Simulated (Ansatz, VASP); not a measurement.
## One calculation of AlRu, two programs

INCAR

```
SYSTEM = AlRu
ALGO = Normal
EDIFF = 1E-7
ENCUT = 520
GGA = PE
ISIF = 2
ISMEAR = -1
LASPH = .TRUE.
LCHARG = .FALSE.
LREAL = .FALSE.
LWAVE = .FALSE.
NBANDS = 25
NELM = 60
PREC = Accurate
SIGMA = 0.08
```

KPOINTS

```
k-points
0
G
  11 11 6
  0 0 0
```

The input POSCAR:

```
AlRu
1.0
    2.5732285111      0.0000000000      0.0000000000
   -1.2866142556      2.2284812604      0.0000000000
    0.0000000000      0.0000000000      7.0960349463
Ru Al
2 2
Direct
    0.0000000000      0.0000000000      0.0000000000
    0.0000000000      0.0000000000      0.5000000000
    0.3333333333      0.6666666667      0.2500000000
    0.6666666667      0.3333333333      0.7500000000
```

Input for Ansatz:

```yaml
crystal:
  lattice:
    - [2.5732285111, 0.0, 0.0]
    - [-1.2866142556, 2.2284812604, 0.0]
    - [0.0, 0.0, 7.0960349463]
  atoms:
    - { symbol: Ru, position: [0.0, 0.0, 0.0] }
    - { symbol: Ru, position: [0.0, 0.0, 0.5] }
    - { symbol: Al, position: [0.3333333333, 0.6666666667, 0.25] }
    - { symbol: Al, position: [0.6666666667, 0.3333333333, 0.75] }
kpoints:
  mp_grid: { grid: [11, 11, 6] }
scf:
  occupations: { method: fermi_dirac, width: 0.08 }
hamiltonian:
  xc: pbe
  pseudopotentials: { kind: all_electron, lapw: { basis_error: 0.001 } }
output:
  forces: true
  stress: true
  eigenvalues: true
  populations: true
```

Change from the starting cell: volume scaled by 0.72, LAPW.

Alike in both runs: task single point; functional PBE; k mesh 11 × 11 × 6; occupations fermi-dirac, width 0.08 eV; no spin polarisation.

```csv
,VASP,Ansatz
version,VASP 6.6.1,Ansatz 0.2.0
potentials or method,"VASP PAW PBE potentials, release 64 (Ru_pv, Al), cutoff 520 eV","all-electron LAPW, scalar-relativistic"
```

VASP gave:

- pressure (GPa): 128.4

Q: Which values does Ansatz return?

A: Pressure (GPa): 127.5.

Both programs put the cell under a high pressure, so it lies far from rest at this level. Ansatz ran all-electron here, and VASP with PAW potentials.

Noted on VASP's run: the cell as given lies far from equilibrium.
